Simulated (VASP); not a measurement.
# Sn (Fd-3m) in VASP: further runs

The runs below take Sn through single point, with PBE.

Program: VASP 6.6.1. These are calculated values, not measurements. Logs are shortened: lines on timing, memory, paths and dates and some standing lists are left out, and cuts for length are marked.

## 1. The cell of the first run

The structure is cubic, space group Fd-3m (No. 227). The conventional cell has a = 6.491 Å, b = 6.491 Å, c = 6.491 Å, α = 90.00°, β = 90.00°, γ = 90.00°. Within 3.7 Å of Sn (site symmetry -43m) lie 4 Sn at 2.81 Å.

## 2. Single point, PBE

File INCAR:

```
PREC     = Accurate       # precision mode
ENCUT    = 520            # plane-wave cutoff, eV
EDIFF    = 1E-6           # SCF threshold, eV
ISMEAR   = 0              # smearing method
SIGMA    = 0.15           # smearing width, eV
LREAL    = F              # projectors in reciprocal space
LASPH    = T              # aspherical terms in the spheres
NELM     = 80             # most SCF steps
ALGO     = Normal         # electronic algorithm
ISIF     = 2              # what is computed and relaxed
LWAVE    = F              # write WAVECAR
LCHARG   = F              # write CHGCAR
GGA      = PE             # functional
NBANDS   = 21             # bands
```

File KPOINTS:

```
regular mesh
0
Gamma
  12 12 12
```

File POSCAR:

```
Sn
1.0
    0.0000000000      3.2456000000      3.2456000000
    3.2456000000      0.0000000000      3.2456000000
    3.2456000000      3.2456000000      0.0000000000
Sn
2
Direct
    0.5000000000      0.5000000000      0.5000000000
    0.7500000000      0.7500000000      0.7500000000
```

Potentials or basis: VASP PAW PBE potentials, release 64 (Sn_d).

Run with:

```
> cat potpaw_PBE.64/Sn_d/POTCAR > POTCAR
> mpirun -np 1 vasp_std > vasp.out
```

OUTCAR:

```text
PREC = Accurate
   ENCUT = 520
   EDIFF = 1E-6
   ISMEAR = 0
   LREAL = F
   LASPH = T
   NELM = 80
   ISIF = 2
   GGA = PE

 ion  position               nearest neighbor table
   1  0.500  0.500  0.500-   2 2.81   2 2.81   2 2.81   2 2.81
   2  0.750  0.750  0.750-   1 2.81   1 2.81   1 2.81   1 2.81

  LATTYP: Found a face centered cubic cell.
 ALAT       =     6.4912000000

  Lattice vectors:

 A1 = (   0.0000000000,   3.2456000000,   3.2456000000)
 A2 = (   3.2456000000,   0.0000000000,   3.2456000000)
 A3 = (   3.2456000000,   3.2456000000,   0.0000000000)

Analysis of symmetry for initial positions (statically):
=====================================================================
 Subroutine PRICEL returns:
 Original cell was already a primitive cell.

 Routine SETGRP: Setting up the symmetry group for a
 face centered cubic supercell.

 Subroutine GETGRP returns: Found 48 space group operations
 (whereof 24 operations were pure point group operations)
 out of a pool of 48 trial point group operations.

The static configuration has the point symmetry T_d .
 The point group associated with its full space group is O_h .

Analysis of symmetry for dynamics (positions and initial velocities):
=====================================================================
 Subroutine PRICEL returns:
 Original cell was already a primitive cell.

 Routine SETGRP: Setting up the symmetry group for a
 face centered cubic supercell.

 Subroutine GETGRP returns: Found 48 space group operations
 (whereof 24 operations were pure point group operations)
 out of a pool of 48 trial point group operations.

The dynamic configuration has the point symmetry T_d .
 The point group associated with its full space group is O_h .

 Subroutine INISYM returns: Found 48 space group operations
 (whereof 24 operations are pure point group operations),
 and found     1 'primitive' translations

----------------------------------------------------------------------------------------

                                     Primitive cell

  volume of cell :      68.3778

  direct lattice vectors                    reciprocal lattice vectors
     0.000000000  3.245600000  3.245600000    -0.154054720  0.154054720  0.154054720
     3.245600000  0.000000000  3.245600000     0.154054720 -0.154054720  0.154054720
     3.245600000  3.245600000  0.000000000     0.154054720  0.154054720 -0.154054720

  length of vectors
     4.589971538  4.589971538  4.589971538     0.266830603  0.266830603  0.266830603

  position of ions in fractional coordinates (direct lattice)
     0.500000000  0.500000000  0.500000000
     0.750000000  0.750000000  0.750000000

  ion indices of the primitive-cell ions
   primitive index   ion index
                 1           1
                 2           2

----------------------------------------------------------------------------------------

 KPOINTS: regular mesh

Automatic generation of k-mesh.
 Grid dimensions read from file:
 generate k-points for:   12   12   12

 Generating k-lattice:

  Cartesian coordinates                     Fractional coordinates (reciprocal lattice)
    -0.012837893  0.012837893  0.012837893     0.083333333  0.000000000  0.000000000
     0.012837893 -0.012837893  0.012837893     0.000000000  0.083333333  0.000000000
     0.012837893  0.012837893 -0.012837893     0.000000000  0.000000000  0.083333333

  Length of vectors
     0.022235884  0.022235884  0.022235884

  Shift w.r.t. Gamma in fractional coordinates (k-lattice)
     0.000000000  0.000000000  0.000000000

 Subroutine IBZKPT returns following result:
 ===========================================

 Found     72 irreducible k-points:

 Following reciprocal coordinates:
            Coordinates               Weight
  0.000000  0.000000  0.000000      1.000000
  0.083333  0.000000  0.000000      8.000000
  0.166667  0.000000  0.000000      8.000000
  0.250000  0.000000  0.000000      8.000000
  0.333333  0.000000  0.000000      8.000000
  0.416667  0.000000  0.000000      8.000000
[... 16 lines left out ...]
  0.500000  0.166667  0.000000     24.000000
 -0.416667  0.166667  0.000000     24.000000
 [... further k-points ...]
   k-points           NKPTS =     72   k-points in BZ     NKDIM =     72   number of bands    NBANDS=     21
   number of dos      NEDOS =    301   number of ions     NIONS =      2
   total plane-waves  NPLWV =  46656
   dimension x,y,z NGX =    36 NGY =   36 NGZ =   36
   dimension x,y,z NGXF=    72 NGYF=   72 NGZF=   72
   ions per type =               2
   NGX,Y,Z   is equivalent  to a cutoff of  13.04, 13.04, 13.04 a.u.
   NGXF,Y,Z  is equivalent  to a cutoff of  26.08, 26.08, 26.08 a.u.
 SYSTEM =  unknown system
   PREC   = accura    normal or accurate (medium, high low for compatibility)
   ISTART =      0    job   : 0-new  1-cont  2-samecut
   ICHARG =      2    charge: 1-file 2-atom 10-const
   ISPIN  =      1    spin polarized calculation?
   LNONCOLLINEAR =      F non collinear calculations
   LSORBIT =      F    spin-orbit coupling
   LASPH  =      T    aspherical Exc in radial PAW
   ENCUT  =  520.0 eV  38.22 Ry    6.18 a.u.   8.53  8.53  8.53*2*pi/ulx,y,z
   NELM   =     80;   NELMIN=  2; NELMDL= -5     # of ELM steps
   EDIFF  = 0.1E-05   stopping-criterion for ELM
   LREAL  =      F    real-space projection
   EDIFFG = 0.1E-04   stopping-criterion for IOM
   NSW    =      0    number of steps for IOM
   IBRION =     -1    ionic relax: 0-MD 1-quasi-New 2-CG
   NFREE  =      0    steps in history (QN), initial steepest desc. (CG)
   ISIF   =      2    stress and relaxation
   ISYM   =      2    0-nonsym 1-usesym 2-fastsym
   POTIM  = 0.5000    time-step for ionic-motion
   TEBEG  =    0.0;   TEEND  =   0.0 temperature during run
   PSTRESS=    0.0 pullay stress
   NELECT =      28.0000    total number of electrons
   NUPDOWN=      -1.0000    fix difference up-down
   EMIN   =  10.00;   EMAX   =-10.00  energy-range for DOS
   EFERMI =   0.00;   METHOD = LEGACY
   ISMEAR =     0;   SIGMA  =   0.15  broadening in eV -4-tet -1-fermi 0-gaus
   EFERMI_NEDOS =   21; number of points for ismear=-14 and -15
   IALGO  =     38    algorithm
   IMIX   =      4    mixing-type and parameters
     AMIX     =   0.40;   BMIX     =  1.00
     AMIX_MAG =   1.60;   BMIX_MAG =  1.00
  volume/ion in A,a.u.               =      34.19       230.72
  Fermi-wavevector in a.u.,A,eV,Ry     =   1.215689  2.297319 20.108049  1.477900
  Thomas-Fermi vector in A             =   2.351068
   LORBIT       =      0    0 simple, 1 ext, 2 COOP (PROOUT), +10 PAW based schemes
   GGA     = PE    functional components
   LHFCALC =     F    Hartree Fock is set to
   AEXX    =    0.0000 exact exchange contribution
   IVDW    =     0    specifies the selected vdW correction
   LEPSILON=     F    determine dielectric tensor
   LRPA    =     F    only Hartree local field effects (RPA)
 non-spin polarized calculation
 Gauss-broadening in eV      SIGMA  =   0.15
  energy-cutoff  :      520.00
  volume of cell :       68.38
 maximum number of plane-waves:      1868
 NGX is ok and might be reduce to    36
   NGX = 17   NGY = 17   NGZ = 17

 number of electron      28.0000001 magnetization

 Free energy of the ion-electron system (eV)
  ---------------------------------------------------
  ext. energy  EPLUGINS =         0.00000000
  ---------------------------------------------------
  free energy    TOTEN  =        -7.64447217 eV

  energy without entropy =       -7.64258902  energy(sigma->0) =       -7.64353059

 E-fermi :   5.6600     XC(G=0):  -8.8728

 val. band max:        5.6249244791   @ k =   0.5000   0.0000   0.0000
 cond. band min:       5.6686069784   @ k =   0.4167   0.0000   0.0000
 fundamental gap:      0.0436824993
 Fermi energy:         5.6600050944

 k-point     1 :       0.0000    0.0000    0.0000
  band No.  band energies     occupation
      1     -16.0501      2.00000
      2     -16.0501      2.00000
      3     -16.0501      2.00000
      4     -15.9905      2.00000
      5     -15.9905      2.00000
      6     -15.6822      2.00000
[... 13 lines left out ...]
     20      13.5927      0.00000
     21      13.5927      0.00000

 k-point     2 :       0.0833    0.0000    0.0000
  band No.  band energies     occupation
      1     -16.0556      2.00000
      2     -16.0556      2.00000
      3     -16.0484      2.00000
      4     -15.9829      2.00000
      5     -15.9829      2.00000
      6     -15.6957      2.00000
[... 13 lines left out ...]
     20      12.9919      0.00000
     21      12.9919      0.00000

 k-point     3 :       0.1667    0.0000    0.0000
  band No.  band energies     occupation
      1     -16.0662      2.00000
      2     -16.0662      2.00000
      3     -16.0437      2.00000
      4     -15.9670      2.00000
      5     -15.9670      2.00000
      6     -15.7122      2.00000
[... 13 lines left out ...]
     20      12.5427      0.00000
     21      12.5427      0.00000

 k-point     4 :       0.2500    0.0000    0.0000
  band No.  band energies     occupation
      1     -16.0756      2.00000
      2     -16.0756      2.00000
      3     -16.0371      2.00000
      4     -15.9509      2.00000
      5     -15.9509      2.00000
      6     -15.7260      2.00000
[... 13 lines left out ...]
     20      12.5120      0.00000
     21      12.5120      0.00000

 k-point     5 :       0.3333    0.0000    0.0000
  band No.  band energies     occupation
      1     -16.0819      2.00000
      2     -16.0819      2.00000
      3     -16.0303      2.00000
      4     -15.9389      2.00000
      5     -15.9389      2.00000
      6     -15.7355      2.00000
[... 13 lines left out ...]
     20      12.9631      0.00000
     21      12.9631      0.00000

 k-point     6 :       0.4167    0.0000    0.0000
  band No.  band energies     occupation
      1     -16.0852      2.00000
      2     -16.0852      2.00000
      3     -16.0252      2.00000
      4     -15.9321      2.00000
      5     -15.9321      2.00000
      6     -15.7404      2.00000
[... 13 lines left out ...]
     20      13.7738      0.00000
     21      13.7738      0.00000

 k-point     7 :       0.5000    0.0000    0.0000
  band No.  band energies     occupation
      1     -16.0862      2.00000
      2     -16.0862      2.00000
      3     -16.0233      2.00000
      4     -15.9301      2.00000
      5     -15.9301      2.00000
      6     -15.7418      2.00000
[... 13 lines left out ...]
     20      14.4223      0.00000
     21      14.4225      0.00000
[... 291 lines left out ...]
      1     -16.0780      2.00000
      2     -16.0720      2.00000
      3     -16.0486      2.00000
      4     -15.9553      2.00000
      5     -15.9196      2.00000
      6     -15.7812      2.00000
[... 13 lines left out ...]
     20      12.9513      0.00000
     21      13.7965      0.00000

 k-point    21 :       0.3333    0.1667    0.0000
  band No.  band energies     occupation
      1     -16.0921      2.00000
      2     -16.0800      2.00000
      3     -16.0317      2.00000
      4     -15.9397      2.00000
      5     -15.9035      2.00000
      6     -15.7962      2.00000
[... 13 lines left out ...]
     20      13.3284      0.00000
     21      13.9683      0.00000

 k-point    22 :       0.4167    0.1667    0.0000
  band No.  band energies     occupation
      1     -16.1028      2.00000
      2     -16.0865      2.00000
      3     -16.0131      2.00000
      4     -15.9248      2.00000
      5     -15.8965      2.00000
      6     -15.8000      2.00000
[... 13 lines left out ...]
     20      13.9155      0.00000
     21      14.5350      0.00000

 k-point    23 :       0.5000    0.1667    0.0000
  band No.  band energies     occupation
      1     -16.1089      2.00000
      2     -16.0914      2.00000
      3     -15.9977      2.00000
      4     -15.9121      2.00000
      5     -15.9007      2.00000
      6     -15.7912      2.00000
[... 13 lines left out ...]
     20      14.3403      0.00000
     21      14.5356      0.00000

 k-point    24 :      -0.4167    0.1667    0.0000
  band No.  band energies     occupation
      1     -16.1096      2.00000
      2     -16.0943      2.00000
      3     -15.9902      2.00000
      4     -15.9131      2.00000
      5     -15.9033      2.00000
      6     -15.7722      2.00000
[... 13 lines left out ...]
     20      13.4776      0.00000
     21      13.6843      0.00000

 [... further k-points ...]

------------------------ aborting loop because EDIFF is reached ----------------------------------------

  FORCE on cell =-STRESS in cart. coord.  units (eV):
  Direction    XX          YY          ZZ          XY          YZ          ZX
  --------------------------------------------------------------------------------------
  -------------------------------------------------------------------------------------
  Total        1.3481781      1.3481781      1.3481781      0.0000000      0.0000000      0.0000000
  in kB       31.5895092     31.5895092     31.5895092      0.0000000      0.0000000      0.0000000
  external PRESSURE =      31.5895092 kB  Pullay stress =       0.0000000 kB

 VOLUME and BASIS-vectors are now :
 -----------------------------------------------------------------------------
  energy-cutoff  :      520.00
  volume of cell :       68.38
      direct lattice vectors                 reciprocal lattice vectors
     0.000000000  3.245600000  3.245600000    -0.154054720  0.154054720  0.154054720
     3.245600000  0.000000000  3.245600000     0.154054720 -0.154054720  0.154054720
     3.245600000  3.245600000  0.000000000     0.154054720  0.154054720 -0.154054720

 POSITION                                       TOTAL-FORCE (eV/Angst)
 -----------------------------------------------------------------------------------
      3.24560      3.24560      3.24560         0.000000      0.000000      0.000000
      4.86840      4.86840      4.86840        -0.000000     -0.000000     -0.000000
 -----------------------------------------------------------------------------------
    total drift:                                0.000000      0.000000      0.000000

  FREE ENERGIE OF THE ION-ELECTRON SYSTEM (eV)
  ---------------------------------------------------
  free  energy   TOTEN  =        -7.6444721707 eV

  energy  without entropy=       -7.6425890168  energy(sigma->0) =       -7.64353059
```

It took 32 s on 1 thread of Intel Xeon 6975P-C (Granite Rapids), shared host; peak memory 0.24 GiB.

What came out:

- Free energy: -7.6445 eV
- Pressure: 3.2 GPa
- Band gap on the k mesh: zero (band 14 reaches 5.72 eV, above the bottom of band 15 at 5.62 eV)

Caveat: spin-orbit coupling is left out, which moves the levels of the heavy elements.

## 3. Single point, PBE

File INCAR:

```
SYSTEM = Sn
PREC     = Accurate       ! precision mode
ENCUT    = 520            ! plane-wave cutoff, eV
EDIFF    = 1E-7           ! SCF threshold, eV
ISMEAR   = 0              ! smearing method
SIGMA    = 0.15           ! smearing width, eV
LREAL    = .FALSE.        ! projectors in reciprocal space
LASPH    = .TRUE.         ! aspherical terms in the spheres
NELM     = 100            ! most SCF steps
ALGO     = Fast           ! electronic algorithm
ISIF     = 2              ! what is computed and relaxed
LWAVE    = .FALSE.        ! write WAVECAR
LCHARG   = .FALSE.        ! write CHGCAR
GGA      = PE             ! functional
NBANDS   = 21             ! bands
```

File KPOINTS:

```
regular mesh
0
G
  14 14 14
  0 0 0
```

POSCAR is that of step 2.

Potentials or basis: VASP PAW PBE potentials, release 64 (Sn_d).

Run with:

```
> cat potpaw_PBE.64/Sn_d/POTCAR > POTCAR
> mpirun -np 1 vasp_std > vasp.out
```

Run time: 6 min. Hardware: 1 thread of Intel Xeon 6975P-C, shared host; peak memory 0.28 GiB.

It converged, with:

| Property | Result |
| --- | --- |
| Free energy | -7.6450 eV |
| Pressure | 3.1 GPa |
| Band gap on the k mesh | zero (band 14 reaches 5.72 eV, above the bottom of band 15 at 5.62 eV) |

Levels at points of the mesh, in eV from the Fermi level:
| k point | band 11 | band 12 | band 13 | band 14 | band 15 | band 16 | band 17 | band 18 |
| --- | --- | --- | --- | --- | --- | --- | --- | --- |
| (0.00, 0.00, 0.00) | -10.64 | -0.68 | 0.05 | 0.05 | 0.05 | 2.12 | 2.12 | 2.12 |
| (0.50, 0.00, 0.00) | -9.02 | -6.33 | -1.16 | -1.16 | -0.05 | 3.19 | 3.19 | 5.61 |
| (0.50, 0.50, 0.00) | -7.55 | -7.55 | -2.50 | -2.50 | 0.78 | 0.78 | 7.68 | 7.68 |

Caveat: spin-orbit coupling is left out, which moves the levels of the heavy elements.
